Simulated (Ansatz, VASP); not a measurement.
# One calculation of In2SbSe3, two programs

Contents of INCAR:

```
ALGO = Normal
EDIFF = 1E-6
EDIFFG = -0.01
ENCUT = 600
GGA = PE
IBRION = 2
ISIF = 3
ISMEAR = 0
LASPH = T
LCHARG = F
LREAL = F
LWAVE = F
NELM = 80
NSW = 100
PREC = Accurate
SIGMA = 0.1
```

Contents of KPOINTS:

```
k-points
0
Gamma
  6 6 6
```

File POSCAR:

```
In2SbSe3
1.0
    3.1781714600      1.8349181500      4.4788978000
   -3.1781714600      1.8349181500      4.4788978000
    0.0000000000     -3.6698362900      4.4788978000
In Sb Se
2 1 3
Direct
    0.8712233300      0.8712233300      0.8712233300
    0.1287766700      0.1287766700      0.1287766700
    0.5000000000      0.5000000000      0.5000000000
    0.5000000000      0.0000000000      0.5000000000
    0.5000000000      0.5000000000      0.0000000000
    0.0000000000      0.5000000000      0.5000000000
```

Input for Ansatz:

```yaml
crystal:
  lattice:
    - [3.17817146, 1.83491815, 4.4788978]
    - [-3.17817146, 1.83491815, 4.4788978]
    - [0.0, -3.66983629, 4.4788978]
  atoms:
    - { symbol: In, position: [0.87122333, 0.87122333, 0.87122333] }
    - { symbol: In, position: [0.12877667, 0.12877667, 0.12877667] }
    - { symbol: Sb, position: [0.5, 0.5, 0.5] }
    - { symbol: Se, position: [0.5, 0.0, 0.5] }
    - { symbol: Se, position: [0.5, 0.5, 0.0] }
    - { symbol: Se, position: [0.0, 0.5, 0.5] }
basis:
  ecutwfc: 420
kpoints:
  mp_grid: { grid: [6, 6, 6] }
hamiltonian:
  xc: pbe
scf:
  occupations: { method: gaussian, width: 0.1 }
output:
  forces: true
  stress: true
  eigenvalues: true
  write_density: true
  write_potential: true
  elf: true
  volumetric_format: npy
relax:
  adjacent_minimum: "off"
  f_tol: 0.01
  max_steps: 80
  cell: { stress_tol: 0.05 }
```

Change from the starting cell: species swapped into the Sm2GeRh3 type (R-3m, No. 166).

Alike in both runs: task relaxation of cell and atoms; functional PBE; k mesh 6 × 6 × 6; occupations gaussian, width 0.1 eV; no spin polarisation.

|  | VASP | Ansatz |
| --- | --- | --- |
| version | VASP 6.6.1 | Ansatz 0.2.0 |
| potentials or method | VASP PAW PBE potentials, release 64 (In_d, Sb, Se), cutoff 600 eV | scalar-relativistic, plane waves, PAW |
| valence electrons in the cell | 49 | 89 |

Ansatz gave:

| Property | Result |
| --- | --- |
| gap on the k mesh at the Fermi level, each at its own relaxed structure (eV) | none |
| relaxed volume (Å³/atom) | 29.54 |
| relaxed length of the cell vector where the two differ most in proportion (Å) | 5.625 |

Q: Estimate VASP's values.

A: gap on the k mesh at the Fermi level, each at its own relaxed structure (eV): none; relaxed volume (Å³/atom): 29.53; relaxed length of the cell vector where the two differ most in proportion (Å): 5.625.

A gap of «none» marks a metal or a gap that the smearing closes. VASP's potentials hold 49 valence electrons a cell and Ansatz's 89, so a difference there can come from the potentials and not from the codes.

Neither program's run includes spin-orbit coupling.
